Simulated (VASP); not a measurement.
Crystal: WC.

```
W C
1.0
     0.00000    2.56560    2.56560
     2.56560    0.00000    2.56560
     2.56560    2.56560    0.00000
W C
1 1
Direct
  0.25000 0.25000 0.25000
  0.00000 0.00000 0.00000
```

| Quantity | Value |
| --- | --- |
| Program | VASP 6.6.1 |
| Task | relaxation of cell and atoms |
| Functional | PBE |
| Potentials or basis | VASP PAW PBE potentials, release 64 (W_sv, C) |
| Cutoff | 600 eV |
| k mesh | 7 × 7 × 7 |
| Occupations | gaussian, width 0.2 eV |
| Spin | no spin polarisation |

At the start: pressure -39.4 GPa; volume 16.89 Å³/atom.

Question: Where does the relaxation end?

Answer: Over 5 steps the energy falls by 603.0 meV/atom and the volume is 12.99 Å³/atom (-23.1 %); space group F-43m (No. 216, to 0.05 Å).

The path:
| step | energy change (eV) | largest force (eV/Å) | pressure (GPa) | volume (Å³) |
| --- | --- | --- | --- | --- |
| 1 | 0.0000 | 0.0000 | -39.36 | 33.78 |
| 2 | 3.5062 | 0.0000 | 243.99 | 17.28 |
| 3 | -1.1836 | 0.0000 | -8.05 | 26.86 |
| 4 | -1.2026 | 0.0000 | -3.28 | 26.32 |
| 5 | -1.2061 | 0.0000 | 0.08 | 25.98 |

Final structure:
```
W C
1.0
     0.00000    2.35076    2.35076
     2.35076    0.00000    2.35076
     2.35076    2.35076    0.00000
W C
1 1
Cartesian
  1.1754 1.1754 1.1754
  0.0000 0.0000 0.0000
```

Caveat: the volume moved by over 15 % at a fixed basis, so the end points are rough.
